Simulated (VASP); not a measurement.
## Zn: single point with PBE

The system is Zn.

```
CELL_PARAMETERS angstrom
2.66480 0.06995 0.00000
-1.27182 2.27281 0.00000
0.00000 0.00000 4.94670
ATOMIC_POSITIONS crystal
Zn 0.33333 0.66667 0.25000
Zn 0.66667 0.33333 0.75000
```

This cell differs from its parent crystal: strain +0.0525 x Voigt [0, 0, 0, 0, 0, 1].

| Item | Value |
| --- | --- |
| Program | VASP 6.6.1 |
| Task | single point |
| Functional | PBE |
| Potentials or basis | VASP PAW PBE potentials, release 64 (Zn) |
| Cutoff | 500 eV |
| k mesh | 24 × 24 × 10 |
| Occupations | gaussian, width 0.15 eV |
| Spin | no spin polarisation |
| Dipole correction | no |
| Further INCAR settings | ALGO = Normal; EDIFF = 1e-06; NBANDS = 19 |

| Item | Value |
| --- | --- |
| Pressure | 0.4 GPa |
| Largest force | 0.020 eV/Å |
| Band gap on the k mesh | zero (bands 12 and 13 overlap by 4.78 eV) |

Forces in eV/Å, atoms in the order of the input:
```
Zn   0.017  0.010  0.000
Zn  -0.017 -0.010  0.000
```

Stress tensor (GPa, compression positive):
```
 0.21 -2.86  0.00
-2.86  0.50  0.00
 0.00  0.00  0.54
```

Levels at points of the mesh, in eV from the Fermi level:
```
           k point  band 8  band 9  band 10  band 11  band 12  band 13  band 14  band 15  band 16  band 17
(0.00, 0.00, 0.00)   -7.31   -7.27    -7.10    -7.06    -3.62    -3.02    13.63    16.50    17.30    17.94
(0.50, 0.00, 0.00)   -7.07   -6.92    -6.90    -3.06    -2.49     2.35     3.20     3.70     5.45    11.19
(0.00, 0.50, 0.00)   -7.09   -6.91    -6.89    -2.81    -2.13     2.65     3.57     4.12     5.74    10.20
(0.50, 0.50, 0.00)   -7.12   -6.88    -6.86    -2.56    -1.79     2.97     3.95     4.54     6.02     9.20
(0.00, 0.00, 0.50)   -7.55   -7.19    -7.19    -7.14    -7.14     4.60     4.60    17.71    17.71    19.06
(0.50, 0.00, 0.50)   -7.11   -6.91    -6.91    -2.08    -2.08    -0.27    -0.27     9.84     9.84    13.00
(0.00, 0.50, 0.50)   -7.11   -6.89    -6.89    -1.84    -1.84     0.15     0.15    10.16    10.16    12.01
(0.50, 0.50, 0.50)   -7.10   -6.87    -6.87    -1.59    -1.59     0.58     0.58    10.48    10.48    11.01
```

Wall time 4 min on 1 thread of Intel(R) Xeon(R) 6975P-C (Granite Rapids), on a shared host, peak memory 0.78 GiB.

Caveat: the cell differs from its parent crystal (strain +0.0525 x Voigt [0, 0, 0, 0, 0, 1]).
